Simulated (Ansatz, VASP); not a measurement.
**One calculation of MoS2, two programs**

File INCAR:

```
  PREC = Accurate
  ENCUT = 520
  EDIFF = 1E-7
  ISMEAR = -1
  SIGMA = 0.02
  LREAL = False
  LASPH = True
  NELM = 60
  ALGO = Normal
  ISIF = 2
  LWAVE = False
  LCHARG = True
  GGA = PE
  LELF = True
  LVHAR = True
  NBANDS = 20
```

File KPOINTS:

```
regular mesh
0
Gamma
  6 6 4
```

File POSCAR:

```
MoS2
1.0
    3.2202374436      0.0000000000      0.0000000000
   -1.6101187218      2.7888074324      0.0000000000
    0.0000000000      0.0000000000      5.9450268531
Mo S
1 2
Direct
    0.0000000000      0.0000000000      0.0000000000
    0.3333333333      0.6666666667      0.2600310815
    0.6666666667      0.3333333333      0.7399689185
```

Input for Ansatz:

```yaml
crystal:
  lattice:
    - [3.2202374436, 0.0, 0.0]
    - [-1.6101187218, 2.7888074324, 0.0]
    - [0.0, 0.0, 5.9450268531]
  atoms:
    - { symbol: Mo, position: [0.0, 0.0, 0.0] }
    - { symbol: S, position: [0.3333333333, 0.6666666667, 0.2600310815] }
    - { symbol: S, position: [0.6666666667, 0.3333333333, 0.7399689185] }
kpoints:
  mp_grid: { grid: [6, 6, 4] }
hamiltonian:
  xc: pbe
scf:
  occupations: { method: fermi_dirac, width: 0.02 }
  n_extra_bands: 4
output:
  forces: true
  stress: true
  eigenvalues: true
```

Alike in both runs: task single point; functional PBE; k mesh 6 × 6 × 4; occupations fermi-dirac, width 0.02 eV; no spin polarisation.

```csv
,VASP,Ansatz
version,VASP 6.6.1,Ansatz 0.2.0
potentials or method,"VASP PAW PBE potentials, release 64 (Mo_sv, S)","plane waves, PAW"
plane-wave cutoff (eV),520,420
valence electrons in the cell,26,26
```

Ansatz gave:

| Property | Result |
| --- | --- |
| pressure (GPa) | 2.3 |
| traceless stress, the component that is largest in VASP (GPa) | 1.75 |
| rms of the force components (eV/Å) | 0.066 |

Q: Estimate VASP's values.

A: Pressure (GPa): 2.2; traceless stress, the component that is largest in VASP (GPa): 1.76; rms of the force components (eV/Å): 0.062.

Atom by atom the forces differ by 0.004 eV/Å (rms over components). With one functional, cell and mesh, what is left measures potentials, basis and numerics.

The k mesh is coarse, so the values compare programs but aren't converged.
